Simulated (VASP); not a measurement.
Here is a VASP 6.6.1 calculation.

The input INCAR:

```
SYSTEM = Sb
PREC = Accurate
ENCUT = 500
EDIFF = 1E-6
ISMEAR = -1
SIGMA = 0.05
LREAL = .False.
LASPH = .True.
NELM = 120
ALGO = Normal
ISIF = 2
LWAVE = .False.
LCHARG = .False.
GGA = PS
NBANDS = 8
GGA_COMPAT = .False.
```

File KPOINTS:

```
regular mesh
0
Gamma
  16 16 16
  0 0 0
```

POSCAR

```
Sb
1.0
   -1.6398485236      1.6398485236      1.6398485236
    1.6398485236     -1.6398485236      1.6398485236
    1.6398485236      1.6398485236     -1.6398485236
Sb
1
Direct
    0.0000000000      0.0000000000      0.0000000000
```

Potentials or basis: VASP PAW PBE potentials, release 64 (Sb).

Run with:

```sh
$ cat potpaw_PBE.64/Sb/POTCAR > POTCAR
$ mpirun -np 1 vasp_std > vasp.out
```

Task: Predict the pressure.

Result: 65.5 GPa.

Caveat: the PAW data sets were made with another functional, which shifts forces and pressure a little.
